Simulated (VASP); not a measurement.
# CuO (P-1) in VASP: further runs

The runs below take CuO through single point, with r2SCAN.

Everything below comes from runs of VASP 6.6.1. Logs are shortened: lines on timing, memory, paths and dates and some standing lists are left out, and cuts for length are marked.

## (1) The cell of the first run

The typed cell holds 4 atoms: a = 2.880 Å, b = 2.880 Å, c = 5.176 Å, α = 89.81°, β = 89.81°, γ = 89.22°.

## (2) Single point, r2SCAN, collinear spin, antiferromagnetic start

POSCAR reads:

```
CuO
1.0
    2.8795009639      0.0000000000      0.0000000000
    0.0390727580      2.8792794796      0.0000000000
    0.0174953863      0.0172449008      5.1763391994
Cu O
2 2
Direct
    0.5000000000      0.0000000000      0.5000000000
    0.0000000000      0.5000000000      0.0000000000
    0.0015760300      0.9983282200      0.2501129000
    0.9984239700      0.0016717800      0.7498871000
```

INCAR.step1 reads:

```
  PREC = Accurate
  ENCUT = 520
  ISMEAR = 0
  SIGMA = 0.1
  LREAL = False
  LASPH = True
  NELM = 150
  ISPIN = 2
  MAGMOM = -0.61 0.61 0 0
  LMAXMIX = 4
  NBANDS = 29
  GGA = PE
  ALGO = Normal
  EDIFF = 1E-4
  LWAVE = True
  LCHARG = False
```

INCAR.step2 reads:

```
  PREC = Accurate
  ENCUT = 520
  EDIFF = 1E-7
  ISMEAR = 0
  SIGMA = 0.1
  LREAL = False
  LASPH = True
  NELM = 150
  ALGO = Normal
  ISIF = 2
  LWAVE = False
  LCHARG = False
  ISPIN = 2
  MAGMOM = -0.61 0.61 0 0
  LORBIT = 11
  LMAXMIX = 4
  METAGGA = R2SCAN
  LMIXTAU = True
  NBANDS = 29
  ISTART = 1
```

KPOINTS reads:

```
Automatic mesh
0
Gamma
  1 1 1
```

Potentials or basis: VASP PAW PBE potentials, release 64 (Cu, O).

On the command line:

```sh
$ cat potpaw_PBE.64/Cu/POTCAR potpaw_PBE.64/O/POTCAR > POTCAR
$ cp INCAR.step1 INCAR
$ mpirun -np 1 vasp_gam > vasp.out
$ cp INCAR.step2 INCAR
$ mpirun -np 1 vasp_gam > vasp.out
```

OUTCAR:

```text
PREC = Accurate
   ENCUT = 520
   EDIFF = 1E-7
   ISMEAR = 0
   LREAL = False
   LASPH = True
   NELM = 150
   ISIF = 2
   ISPIN = 2
   LORBIT = 11
   METAGGA = R2SCAN
   ISTART = 1

 ion  position               nearest neighbor table
   1  0.500  0.000  0.500-   3 1.94   4 1.94   3 1.94   4 1.94
   2  0.000  0.500  0.000-   3 1.94   4 1.94   4 1.94   3 1.94
   3  0.002  0.998  0.250-   1 1.94   1 1.94   2 1.94   2 1.94
   4  0.998  0.002  0.750-   1 1.94   1 1.94   2 1.94   2 1.94

  LATTYP: Found a base centered monoclinic cell.
 ALAT       =    11.1169163425
 B/A-ratio  =     0.3638182808
 C/A-ratio  =     0.4656324948
 COS(beta)  =    -0.9295148209

  Lattice vectors:

 A1 = (   2.8620055776,  -0.0172449008,  -5.1763391994)
 A2 = (   0.0215773717,   2.8620345788,  -5.1763391994)
 A3 = (   0.0174953863,   0.0172449008,   5.1763391994)

Analysis of symmetry for initial positions (statically):
=====================================================================
 Subroutine PRICEL returns:
 Original cell was already a primitive cell.

 Routine SETGRP: Setting up the symmetry group for a
 base centered monoclinic supercell.

 Subroutine GETGRP returns: Found  2 space group operations
 (whereof  2 operations were pure point group operations)
 out of a pool of  4 trial point group operations.

The static configuration has the point symmetry S_2 .

Analysis of symmetry for dynamics (positions and initial velocities):
=====================================================================
 Subroutine PRICEL returns:
 Original cell was already a primitive cell.

 Routine SETGRP: Setting up the symmetry group for a
 base centered monoclinic supercell.

 Subroutine GETGRP returns: Found  2 space group operations
 (whereof  2 operations were pure point group operations)
 out of a pool of  4 trial point group operations.

The dynamic configuration has the point symmetry S_2 .

Analysis of structural, dynamic, and magnetic symmetry:
=====================================================================
 Subroutine PRICEL returns:
 Original cell was already a primitive cell.

 Routine SETGRP: Setting up the symmetry group for a
 base centered monoclinic supercell.

 Subroutine GETGRP returns: Found  2 space group operations
 (whereof  2 operations were pure point group operations)
 out of a pool of  4 trial point group operations.

The overall configuration has the point symmetry S_2 .

 Subroutine INISYM returns: Found  2 space group operations
 (whereof  2 operations are pure point group operations),
 and found     1 'primitive' translations

----------------------------------------------------------------------------------------

                                     Primitive cell

  volume of cell :      42.9164

  direct lattice vectors                    reciprocal lattice vectors
     2.879500964  0.000000000  0.000000000     0.347282398 -0.004712735 -0.001158071
     0.039072758  2.879279480  0.000000000     0.000000000  0.347309112 -0.001157055
     0.017495386  0.017244901  5.176339199     0.000000000  0.000000000  0.193186722

  length of vectors
     2.879500964  2.879544582  5.176397491     0.347316304  0.347311040  0.193186722

  position of ions in fractional coordinates (direct lattice)
     0.500000000  0.000000000  0.500000000
     1.000000000  0.500000000  0.000000000
     0.001576030  0.998328220  0.250112900
     0.998423970  0.001671780  0.749887100

  ion indices of the primitive-cell ions
   primitive index   ion index
                 1           1
                 2           2
                 3           3
                 4           4

----------------------------------------------------------------------------------------

 KPOINTS: Automatic mesh

Automatic generation of k-mesh.
 Grid dimensions read from file:
 generate k-points for:    1    1    1

 Generating k-lattice:

  Cartesian coordinates                     Fractional coordinates (reciprocal lattice)
     0.347282398 -0.004712735 -0.001158071     1.000000000 -0.000000000  0.000000000
     0.000000000  0.347309112 -0.001157055     0.000000000  1.000000000  0.000000000
     0.000000000  0.000000000  0.193186722     0.000000000  0.000000000  1.000000000

  Length of vectors
     0.347316304  0.347311040  0.193186722

  Shift w.r.t. Gamma in fractional coordinates (k-lattice)
     0.000000000  0.000000000  0.000000000

 Subroutine IBZKPT returns following result:
 ===========================================

 Found      1 irreducible k-points:

 Following reciprocal coordinates:
            Coordinates               Weight
  0.000000  0.000000  0.000000      1.000000
   k-points           NKPTS =      1   k-points in BZ     NKDIM =      1   number of bands    NBANDS=     29
   number of dos      NEDOS =    301   number of ions     NIONS =      4
   total plane-waves  NPLWV =  23040
   dimension x,y,z NGX =    24 NGY =   24 NGZ =   40
   dimension x,y,z NGXF=    48 NGYF=   48 NGZF=   80
   ions per type =               2   2
   NGX,Y,Z   is equivalent  to a cutoff of  13.86, 13.86, 12.85 a.u.
   NGXF,Y,Z  is equivalent  to a cutoff of  27.71, 27.71, 25.69 a.u.
 SYSTEM =  unknown system
   PREC   = accura    normal or accurate (medium, high low for compatibility)
   ISTART =      1    job   : 0-new  1-cont  2-samecut
   ICHARG =      0    charge: 1-file 2-atom 10-const
   ISPIN  =      2    spin polarized calculation?
   LNONCOLLINEAR =      F non collinear calculations
   LSORBIT =      F    spin-orbit coupling
   LASPH  =      T    aspherical Exc in radial PAW
   ENCUT  =  520.0 eV  38.22 Ry    6.18 a.u.   5.35  5.35  9.62*2*pi/ulx,y,z
   NELM   =    150;   NELMIN=  2; NELMDL=  0     # of ELM steps
   EDIFF  = 0.1E-06   stopping-criterion for ELM
   LREAL  =      F    real-space projection
   EDIFFG = 0.1E-05   stopping-criterion for IOM
   NSW    =      0    number of steps for IOM
   IBRION =     -1    ionic relax: 0-MD 1-quasi-New 2-CG
   NFREE  =      0    steps in history (QN), initial steepest desc. (CG)
   ISIF   =      2    stress and relaxation
   ISYM   =      2    0-nonsym 1-usesym 2-fastsym
   POTIM  = 0.5000    time-step for ionic-motion
   TEBEG  =    0.0;   TEEND  =   0.0 temperature during run
   PSTRESS=    0.0 pullay stress
   NELECT =      34.0000    total number of electrons
   NUPDOWN=      -1.0000    fix difference up-down
   EMIN   =  10.00;   EMAX   =-10.00  energy-range for DOS
   EFERMI =   0.00;   METHOD = LEGACY
   ISMEAR =     0;   SIGMA  =   0.10  broadening in eV -4-tet -1-fermi 0-gaus
   EFERMI_NEDOS =   21; number of points for ismear=-14 and -15
   IALGO  =     38    algorithm
   IMIX   =      4    mixing-type and parameters
     AMIX     =   0.40;   BMIX     =  1.00
     AMIX_MAG =   1.60;   BMIX_MAG =  1.00
  volume/ion in A,a.u.               =      10.73        72.40
  Fermi-wavevector in a.u.,A,eV,Ry     =   1.514816  2.862587 31.220846  2.294667
  Thomas-Fermi vector in A             =   2.624423
   LORBIT       =     11    0 simple, 1 ext, 2 COOP (PROOUT), +10 PAW based schemes
   METAGGA = R2SCAN    functional components
   LHFCALC =     F    Hartree Fock is set to
   AEXX    =    0.0000 exact exchange contribution
   IVDW    =     0    specifies the selected vdW correction
   LEPSILON=     F    determine dielectric tensor
   LRPA    =     F    only Hartree local field effects (RPA)
 spin polarized calculation
 Gauss-broadening in eV      SIGMA  =   0.10
  energy-cutoff  :      520.00
  volume of cell :       42.92
 maximum number of plane-waves:       580
 NGX is ok and might be reduce to    24
   NGX = 11   NGY = 11   NGZ = 19

 number of electron      33.9999987 magnetization      -0.0000000

 Free energy of the ion-electron system (eV)
  ---------------------------------------------------
  ext. energy  EPLUGINS =         0.00000000
  ---------------------------------------------------
  free energy    TOTEN  =       -33.73654687 eV

  energy without entropy =      -33.73654687  energy(sigma->0) =      -33.73654687

 E-fermi :   5.7186     XC(G=0): -12.1470

 val. band max:        5.2140960684   @ k =   0.0000   0.0000   0.0000
 cond. band min:       6.8102358464   @ k =   0.0000   0.0000   0.0000
 fundamental gap:      1.5961397780
 Fermi energy:         5.7185575088

 spin component 1

 k-point     1 :       0.0000    0.0000    0.0000
  band No.  band energies     occupation
      1     -15.3824      1.00000
      2     -14.0307      1.00000
      3      -3.1654      1.00000
      4      -1.1739      1.00000
      5       0.0178      1.00000
      6       0.5448      1.00000
[... 21 lines left out ...]
     28      22.7518      0.00000
     29      26.4931      0.00000
 Fermi energy:         5.7185575088

 spin component 2

 k-point     1 :       0.0000    0.0000    0.0000
  band No.  band energies     occupation
      1     -15.3821      1.00000
      2     -14.0305      1.00000
      3      -3.1655      1.00000
      4      -1.1800      1.00000
      5       0.0218      1.00000
      6       0.5436      1.00000
[... 21 lines left out ...]
     28      22.7496      0.00000
     29      26.4933      0.00000

------------------------ aborting loop because EDIFF is reached ----------------------------------------

  FORCE on cell =-STRESS in cart. coord.  units (eV):
  Direction    XX          YY          ZZ          XY          YZ          ZX
  --------------------------------------------------------------------------------------
  -------------------------------------------------------------------------------------
  Total       -3.1400630     -3.1425147      4.3301947     -0.1502554     -0.0484734     -0.0461797
  in kB     -117.2263310   -117.3178590    161.6568926     -5.6094044     -1.8096327     -1.7240024
  external PRESSURE =     -24.2957658 kB  Pullay stress =       0.0000000 kB

 VOLUME and BASIS-vectors are now :
 -----------------------------------------------------------------------------
  energy-cutoff  :      520.00
  volume of cell :       42.92
      direct lattice vectors                 reciprocal lattice vectors
     2.879500964  0.000000000  0.000000000     0.347282398 -0.004712735 -0.001158071
     0.039072758  2.879279480  0.000000000     0.000000000  0.347309112 -0.001157055
     0.017495386  0.017244901  5.176339199     0.000000000  0.000000000  0.193186722

 POSITION                                       TOTAL-FORCE (eV/Angst)
 -----------------------------------------------------------------------------------
      1.44850      0.00862      2.58817        -0.000000     -0.000000      0.000000
      0.01954      1.43964      0.00000        -0.000000      0.000000      0.000000
      0.04792      2.87878      1.29467        -0.015009      0.014853     -0.014598
      2.88815      0.01775      3.88167         0.015009     -0.014853      0.014598
 -----------------------------------------------------------------------------------
    total drift:                                0.000000     -0.000000     -0.000000

  FREE ENERGIE OF THE ION-ELECTRON SYSTEM (eV)
  ---------------------------------------------------
  free  energy   TOTEN  =       -33.7365468705 eV

  energy  without entropy=      -33.7365468705  energy(sigma->0) =      -33.73654687

 total charge

# of ion       s       p       d       tot
------------------------------------------
    1        0.442   0.322   9.115   9.880
    2        0.442   0.321   9.115   9.878
    3        1.467   3.633   0.000   5.100
    4        1.467   3.633   0.000   5.100
--------------------------------------------------
tot          3.818   7.910  18.230  29.959

 magnetization (x)

# of ion       s       p       d       tot
------------------------------------------
    1        0.004   0.004  -0.404  -0.395
    2       -0.004  -0.004   0.403   0.395
    3        0.000   0.000   0.000   0.000
    4        0.000   0.000   0.000   0.000
--------------------------------------------------
tot         -0.000   0.000  -0.000   0.000
```

Run time: 76 s. Hardware: 1 thread of Intel Xeon 8259CL, shared host; peak memory 0.18 GiB.

What came out:

| Item | Value |
| --- | --- |
| Free energy | -33.7365 eV |
| Pressure | -2.4 GPa |
| Largest force | 0.026 eV/Å |
| Band gap on the k mesh | 1.60 eV |
| Net moment | 0.00 μB per cell |
| Site moments | Cu -0.40, +0.40; O +0.00 μB |
| Valence electrons inside the program's atomic spheres | Cu 9.88; O 5.10 |

Forces on the atoms (eV/Å):
```
Cu   0.000  0.000  0.000
Cu   0.000  0.000  0.000
O   -0.015  0.015 -0.015
O    0.015 -0.015  0.015
```

Caveat: the k points lie up to 2.18 Å⁻¹ apart; the PAW data sets were made with another functional, which shifts forces and pressure a little. r2SCAN opens gaps a little over a GGA but as a rule still falls short of measured ones.

## (3) Single point, r2SCAN, collinear spin, antiferromagnetic start

POSCAR is that of step 2.

INCAR.step1 reads:

```
SYSTEM = CuO
  PREC = Accurate
  ENCUT = 520
  ISMEAR = 0
  SIGMA = 0.1
  LREAL = .FALSE.
  LASPH = .TRUE.
  NELM = 150
  ISPIN = 2
  MAGMOM = -0.61 0.61 0 0
  LMAXMIX = 4
  NBANDS = 29
  GGA = PE
  ALGO = Normal
  EDIFF = 1E-4
  LWAVE = .TRUE.
  LCHARG = .FALSE.
```

INCAR.step2 reads:

```
SYSTEM = CuO
  PREC = Accurate
  ENCUT = 520
  EDIFF = 1E-6
  ISMEAR = 0
  SIGMA = 0.1
  LREAL = .FALSE.
  LASPH = .TRUE.
  NELM = 150
  ALGO = Normal
  ISIF = 2
  LWAVE = .FALSE.
  LCHARG = .FALSE.
  ISPIN = 2
  MAGMOM = -0.61 0.61 0 0
  LORBIT = 11
  LMAXMIX = 4
  METAGGA = R2SCAN
  LMIXTAU = .TRUE.
  NBANDS = 29
  ISTART = 1
```

KPOINTS reads:

```
Automatic mesh
0
G
  1 1 1
  0 0 0
```

Potentials or basis: VASP PAW PBE potentials, release 64 (Cu, O).

On the command line:

```sh
$ cat potpaw_PBE.64/Cu/POTCAR potpaw_PBE.64/O/POTCAR > POTCAR
$ cp INCAR.step1 INCAR
$ mpirun -np 1 vasp_gam > vasp.out
$ cp INCAR.step2 INCAR
$ mpirun -np 1 vasp_gam > vasp.out
```

OUTCAR:

```text
SYSTEM = CuO
   PREC = Accurate
   ENCUT = 520
   EDIFF = 1E-6
   ISMEAR = 0
   LREAL = .FALSE.
   LASPH = .TRUE.
   NELM = 150
   ISIF = 2
   ISPIN = 2
   LORBIT = 11
   METAGGA = R2SCAN
   ISTART = 1

 ion  position               nearest neighbor table
   1  0.500  0.000  0.500-   3 1.94   4 1.94   3 1.94   4 1.94
   2  0.000  0.500  0.000-   3 1.94   4 1.94   4 1.94   3 1.94
   3  0.002  0.998  0.250-   1 1.94   1 1.94   2 1.94   2 1.94
   4  0.998  0.002  0.750-   1 1.94   1 1.94   2 1.94   2 1.94

  LATTYP: Found a base centered monoclinic cell.
 ALAT       =    11.1169163425
 B/A-ratio  =     0.3638182808
 C/A-ratio  =     0.4656324948
 COS(beta)  =    -0.9295148209

  Lattice vectors:

[... 265 lines left out ...]
     0.039072758  2.879279480  0.000000000     0.000000000  0.347309112 -0.001157055
     0.017495386  0.017244901  5.176339199     0.000000000  0.000000000  0.193186722

 POSITION                                       TOTAL-FORCE (eV/Angst)
 -----------------------------------------------------------------------------------
      1.44850      0.00862      2.58817         0.000000      0.000000      0.000000
      0.01954      1.43964      0.00000        -0.000000      0.000000      0.000000
      0.04792      2.87878      1.29467        -0.015019      0.014865     -0.014651
      2.88815      0.01775      3.88167         0.015019     -0.014865      0.014651
 -----------------------------------------------------------------------------------
    total drift:                                0.000000     -0.000000     -0.000000

  FREE ENERGIE OF THE ION-ELECTRON SYSTEM (eV)
  ---------------------------------------------------
  free  energy   TOTEN  =       -33.7365467655 eV

  energy  without entropy=      -33.7365467655  energy(sigma->0) =      -33.73654677

 total charge

# of ion       s       p       d       tot
------------------------------------------
    1        0.442   0.322   9.115   9.880
    2        0.442   0.321   9.115   9.878
    3        1.467   3.633   0.000   5.100
    4        1.467   3.633   0.000   5.100
--------------------------------------------------
tot          3.818   7.910  18.230  29.959

 magnetization (x)

# of ion       s       p       d       tot
------------------------------------------
    1        0.004   0.004  -0.404  -0.395
    2       -0.004  -0.004   0.403   0.395
    3        0.000   0.000   0.000   0.000
    4        0.000   0.000   0.000   0.000
--------------------------------------------------
tot         -0.000   0.000  -0.000   0.000
```

OUTCAR.step1:

```text
SYSTEM = CuO
   PREC = Accurate
   ENCUT = 520
   ISMEAR = 0
   LREAL = .FALSE.
   LASPH = .TRUE.
   NELM = 150
[... 291 lines left out ...]
      0.01954      1.43964      0.00000        -0.000000     -0.000000      0.000000
      0.04792      2.87878      1.29467        -0.013291      0.012625     -0.012222
      2.88815      0.01775      3.88167         0.013291     -0.012625      0.012222
 -----------------------------------------------------------------------------------
    total drift:                                0.000000     -0.000000     -0.000000

  FREE ENERGIE OF THE ION-ELECTRON SYSTEM (eV)
  ---------------------------------------------------
  free  energy   TOTEN  =       -16.6195575400 eV

  energy  without entropy=      -16.6195575400  energy(sigma->0) =      -16.61955754
```

OSZICAR.step1:

```text
N       E                     dE             d eps       ncg     rms          rms(c)
DAV:   1     0.319070124680E+03    0.31907E+03   -0.16572E+04   140   0.235E+03
DAV:   2     0.667662137836E+01   -0.31239E+03   -0.26480E+03   145   0.411E+02
DAV:   3    -0.247123053782E+02   -0.31389E+02   -0.29575E+02   136   0.136E+02
DAV:   4    -0.255649701671E+02   -0.85266E+00   -0.84903E+00   160   0.231E+01
DAV:   5    -0.255760790783E+02   -0.11109E-01   -0.11107E-01   126   0.226E+00    0.230E+01
DAV:   6    -0.210656985250E+02    0.45104E+01   -0.45121E+01   132   0.156E+02    0.184E+01
DAV:   7    -0.165132819262E+02    0.45524E+01   -0.14399E+01   142   0.794E+01    0.359E+00
DAV:   8    -0.165972842595E+02   -0.84002E-01   -0.11011E+00   174   0.114E+01    0.188E+00
DAV:   9    -0.166071357165E+02   -0.98515E-02   -0.54341E-02   174   0.411E+00    0.913E-01
DAV:  10    -0.166180379732E+02   -0.10902E-01   -0.14772E-02   116   0.192E+00    0.198E-01
DAV:  11    -0.166191735222E+02   -0.11355E-02   -0.18855E-03   168   0.654E-01    0.784E-02
DAV:  12    -0.166194221803E+02   -0.24866E-03   -0.18241E-04   126   0.215E-01    0.425E-02
DAV:  13    -0.166195533849E+02   -0.13120E-03   -0.13220E-04   105   0.257E-01    0.203E-02
DAV:  14    -0.166195575400E+02   -0.41552E-05   -0.16038E-05    58   0.173E-01
   1 F= -.16619558E+02 E0= -.16619558E+02  d E =-.278847E-11  mag=    -0.0000
```

Wall time 94 s (1 thread of Intel Xeon 8259CL, shared host); peak memory 0.18 GiB.

Results:

```
Free energy                                           : -33.7365 eV
Pressure                                              : -2.4 GPa
Largest force                                         : 0.026 eV/Å
Band gap on the k mesh                                : 1.60 eV
Net moment                                            : 0.00 μB per cell
Site moments                                          : Cu -0.40, +0.40; O +0.00 μB
Valence electrons inside the program's atomic spheres : Cu 9.88; O 5.10
```

Forces on the atoms (eV/Å):
```
Cu   0.000  0.000  0.000
Cu   0.000  0.000  0.000
O   -0.015  0.015 -0.015
O    0.015 -0.015  0.015
```

Levels at points of the mesh, in eV from the valence-band top:
Spin up:
| k point | band 13 | band 14 | band 15 | band 16 | band 17 | band 18 | band 19 | band 20 | band 21 | band 22 |
| --- | --- | --- | --- | --- | --- | --- | --- | --- | --- | --- |
| (0.00, 0.00, 0.00) | -3.14 | -2.70 | -2.60 | -2.29 | 0.00 | 1.60 | 1.67 | 6.78 | 7.82 | 14.24 |
Spin down:
| k point | band 13 | band 14 | band 15 | band 16 | band 17 | band 18 | band 19 | band 20 | band 21 | band 22 |
| --- | --- | --- | --- | --- | --- | --- | --- | --- | --- | --- |
| (0.00, 0.00, 0.00) | -3.14 | -2.70 | -2.60 | -2.29 | 0.00 | 1.60 | 1.67 | 6.78 | 7.82 | 14.24 |

Caveat: the k points lie up to 2.18 Å⁻¹ apart; the PAW data sets were made with another functional, which shifts forces and pressure a little.

(Part 1 of 2 ends here.)
